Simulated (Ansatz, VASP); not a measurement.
# One calculation of CsAs3, two programs

```
Cs As
1.0
     3.21855    1.85823    6.04382
    -3.21855    1.85823    6.04382
     0.00000   -3.71646    6.04382
Cs As
1 3
Cartesian
  0.0000 0.0000 9.0657
  0.0000 0.0000 15.9350
  0.0000 0.0000 2.1964
  0.0000 0.0000 0.0000
```

Alike in both runs: task relaxation of cell and atoms; functional PBE; k mesh 6 × 6 × 6; occupations gaussian, width 0.02 eV; no spin polarisation.

|  | VASP | Ansatz |
| --- | --- | --- |
| version | VASP 6.6.1 | Ansatz 0.2.0 |
| potentials or method | VASP PAW PBE potentials, release 64 (Cs_sv, As), cutoff 600 eV | scalar-relativistic, plane waves, PAW |
| valence electrons in the cell | 24 | 54 |

```tsv
	VASP	Ansatz	Ansatz less VASP
gap on the k mesh at the Fermi level, each at its own relaxed structure (eV)	0.97	0.96	-0.006
relaxed volume (Å³/atom)	54.75	54.22	-0.531
relaxed length of the cell vector where the two differ most in proportion (Å)	7.119	7.095	-0.0243
```

VASP's potentials hold 24 valence electrons a cell and Ansatz's 54, so a difference there can come from the potentials and not from the codes.

Neither program's run includes spin-orbit coupling.
